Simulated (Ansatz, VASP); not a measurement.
## Sn4SeS3 in VASP and in Ansatz

The input INCAR:

```
PREC = Accurate ; ENCUT = 600
EDIFF = 1E-6 ; ISMEAR = 0
SIGMA = 0.1 ; LREAL = False
LASPH = True ; NELM = 100
ALGO = Normal ; ISIF = 3
LWAVE = False ; LCHARG = False
GGA = PE ; IBRION = 2
NSW = 80 ; EDIFFG = -0.025
```

The input KPOINTS:

```
Automatic mesh
0
Gamma
  4 2 2
```

The input POSCAR:

```
Sn4SeS3
1.0
    0.0181935452      0.0091017354      4.1744444343
    4.3820155636     -6.0127826140      0.0053149371
    4.1453635424      5.8454950072      0.0310522151
Sn Se S
4 1 3
Direct
   -0.0818479296      0.2656677025      0.7546098715
   -0.0412732945      0.7681630215      0.2541581514
    0.5114080045      0.2694345546      0.2640156902
    0.5365466640      0.7456178747      0.7405190537
   -0.0008501734      0.0073017109      0.0351693577
   -0.0042826575      0.5062514399      0.4685938857
    0.5361097753      0.9781411344      0.4718196982
    0.5441896112      0.4594225616      1.0111142916
```

Input for Ansatz:

```yaml
crystal:
  lattice:
    - [0.0181935452, 0.0091017354, 4.1744444343]
    - [4.3820155636, -6.012782614, 0.0053149371]
    - [4.1453635424, 5.8454950072, 0.0310522151]
  atoms:
    - { symbol: Sn, position: [-0.0818479296, 0.2656677025, 0.7546098715] }
    - { symbol: Sn, position: [-0.0412732945, 0.7681630215, 0.2541581514] }
    - { symbol: Sn, position: [0.5114080045, 0.2694345546, 0.2640156902] }
    - { symbol: Sn, position: [0.536546664, 0.7456178747, 0.7405190537] }
    - { symbol: Se, position: [-0.0008501734, 0.0073017109, 0.0351693577] }
    - { symbol: S, position: [-0.0042826575, 0.5062514399, 0.4685938857] }
    - { symbol: S, position: [0.5361097753, 0.9781411344, 0.4718196982] }
    - { symbol: S, position: [0.5441896112, 0.4594225616, 1.0111142916] }
basis:
  ecutwfc: 420
kpoints:
  mp_grid: { grid: [4, 2, 2] }
hamiltonian:
  xc: pbe
scf:
  occupations: { method: gaussian, width: 0.1 }
  lower_state_search: "off"
output:
  forces: true
  stress: true
  eigenvalues: true
relax:
  adjacent_minimum: "off"
  f_tol: 0.025
  max_steps: 60
  cell: { stress_tol: 0.25 }
```

Change from the starting cell: cell x1, atoms moved at random (sigma 0.15 Å) and cell strained at random (1.5 %), then relaxed without symmetry.

Alike in both runs: task relaxation of cell and atoms; functional PBE; k mesh 4 × 2 × 2; occupations gaussian, width 0.1 eV; no spin polarisation.

|  | VASP | Ansatz |
| --- | --- | --- |
| version | VASP 6.6.1 | Ansatz 0.2.0 |
| potentials or method | VASP PAW PBE potentials, release 64 (Sn_d, Se, S), cutoff 600 eV | scalar-relativistic, plane waves, PAW |
| valence electrons in the cell | 80 | 90 |

```tsv
	VASP	Ansatz	Ansatz less VASP
gap on the k mesh at the Fermi level, each at its own relaxed structure (eV)	1.14	0.64	-0.492
relaxed volume (Å³/atom)	26.97	26.71	-0.254
relaxed cell length with the largest relative difference (Å)	7.579	8.480	+0.9016
```

VASP's potentials hold 80 valence electrons a cell and Ansatz's 90, so a difference there can come from the potentials and not from the codes.

The k mesh is coarse, so the values compare programs but aren't converged.
